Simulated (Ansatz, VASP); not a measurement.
**Two plane-wave programs on H**

Contents of POSCAR:

```
H
1.0
   -1.5646693848      1.5646693848      2.0584739900
    1.5646693848     -1.5646693848      2.0584739900
    1.5646693848      1.5646693848     -2.0584739900
H
2
Direct
    0.9098622900      0.9098622900      0.0000000000
    0.0901377100      0.0901377100      0.0000000000
```

INCAR.step1

```
PREC     = Accurate       # precision mode
ENCUT    = 520            # plane-wave cutoff, eV
ISMEAR   = 0              # smearing method
SIGMA    = 0.05           # smearing width, eV
LREAL    = F              # projectors in reciprocal space
LASPH    = T              # aspherical terms in the spheres
NELM     = 80             # most SCF steps
NBANDS   = 8              # bands
GGA      = PE             # functional
ALGO     = Normal         # electronic algorithm
EDIFF    = 1E-4           # SCF threshold, eV
LWAVE    = T              # write WAVECAR
LCHARG   = F              # write CHGCAR
```

File INCAR.step2:

```
PREC     = Accurate       # precision mode
ENCUT    = 520            # plane-wave cutoff, eV
EDIFF    = 1E-6           # SCF threshold, eV
ISMEAR   = 0              # smearing method
SIGMA    = 0.05           # smearing width, eV
LREAL    = F              # projectors in reciprocal space
LASPH    = T              # aspherical terms in the spheres
NELM     = 80             # most SCF steps
ALGO     = Normal         # electronic algorithm
ISIF     = 2              # what is computed and relaxed
LWAVE    = F              # write WAVECAR
LCHARG   = F              # write CHGCAR
METAGGA  = R2SCAN         # meta-GGA
LMIXTAU  = T            
NBANDS   = 8              # bands
ISTART   = 1
```

KPOINTS

```
regular mesh
0
Gamma
  10 10 10
```

Input for Ansatz:

```yaml
crystal:
  lattice:
    - [-1.5646693848, 1.5646693848, 2.05847399]
    - [1.5646693848, -1.5646693848, 2.05847399]
    - [1.5646693848, 1.5646693848, -2.05847399]
  atoms:
    - { symbol: H, position: [0.90986229, 0.90986229, 0.0] }
    - { symbol: H, position: [0.09013771, 0.09013771, 0.0] }
basis:
  ecutwfc: 500
kpoints:
  mp_grid: { grid: [10, 10, 10] }
hamiltonian:
  xc: r2scan
scf:
  occupations: { method: gaussian, width: 0.05 }
output:
  forces: true
  stress: true
  eigenvalues: true
```

Change from the starting cell: strain -0.0750 x Voigt [1, 1, 0, 0, 0, 0], atoms carried along.

Alike in both runs: task single point; functional r2SCAN; k mesh 10 × 10 × 10; occupations gaussian, width 0.05 eV; no spin polarisation.

|  | VASP | Ansatz |
| --- | --- | --- |
| version | VASP 6.6.1 | Ansatz 0.2.0 |
| potentials or method | VASP PAW PBE potentials, release 64 (H), cutoff 520 eV | scalar-relativistic, plane waves, PAW |
| valence electrons in the cell | 2 | 2 |

```tsv
	VASP	Ansatz	Ansatz less VASP
gap on the k mesh at the Fermi level (eV)	9.46	9.44	-0.011
least direct gap on the mesh (eV)	10.16	10.13	-0.025
pressure (GPa)	0.3	0.5	+0.24
rms of the force components (eV/Å)	0.007	0.010	+0.0033
```

VASP's potentials were made for PBE, not for r2SCAN. Atom by atom the forces differ by 0.003 eV/Å (rms over components).
